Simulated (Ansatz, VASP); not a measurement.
BaS in VASP and in Ansatz

Contents of INCAR:

```
SYSTEM = BaS
  PREC = Accurate
  ENCUT = 520
  EDIFF = 1E-8
  ISMEAR = -1
  SIGMA = 0.01
  LREAL = .FALSE.
  LASPH = .TRUE.
  NELM = 80
  ALGO = Normal
  ISIF = 2
  LWAVE = .FALSE.
  LCHARG = .FALSE.
  GGA = CA
  LEFG = .TRUE.
  NBANDS = 15
```

Contents of KPOINTS:

```
regular mesh
0
G
  7 7 7
  0 0 0
```

POSCAR

```
BaS
1.0
    0.0000000000      3.1830684821      3.1830684821
    3.1830684821      0.0000000000      3.1830684821
    3.1830684821      3.1830684821      0.0000000000
Ba S
1 1
Direct
    0.0000000000      0.0000000000      0.0000000000
    0.5000000000      0.5000000000      0.5000000000
```

Input for Ansatz:

```yaml
crystal:
  lattice:
    - [0.0, 3.1830684821, 3.1830684821]
    - [3.1830684821, 0.0, 3.1830684821]
    - [3.1830684821, 3.1830684821, 0.0]
  atoms:
    - { symbol: Ba, position: [0.0, 0.0, 0.0] }
    - { symbol: S, position: [0.5, 0.5, 0.5] }
kpoints:
  mp_grid: { grid: [7, 7, 7] }
scf:
  occupations: { method: fermi_dirac, width: 0.01 }
hamiltonian:
  xc: lda
  pseudopotentials: { kind: paw }
output:
  forces: true
  stress: true
  eigenvalues: true
  efg: { contact_densities: true }
```

Change from the starting cell: volume scaled by 0.99, PAW files.

Alike in both runs: task electric field gradients; functional LDA; k mesh 7 × 7 × 7; occupations fermi-dirac, width 0.01 eV; no spin polarisation.

|  | VASP | Ansatz |
| --- | --- | --- |
| version | VASP 6.6.1 | Ansatz 0.2.0 |
| potentials or method | VASP PAW LDA potentials, release 64 (Ba_sv, S) | PAW with Ansatz's default frozen-core files, scalar-relativistic |
| plane-wave cutoff (eV) | 520 | 420 |
| valence electrons in the cell | 16 | 16 |

|  | VASP | Ansatz | Ansatz less VASP |
| --- | --- | --- | --- |
| gap on the k mesh at the Fermi level (eV) | 1.95 | 2.05 | +0.105 |
| pressure (GPa) | -1.4 | -2.1 | -0.66 |

LDA's correlation is that of Perdew and Zunger in VASP and of Perdew and Wang (1992) in Ansatz.

Neither program's run includes spin-orbit coupling.
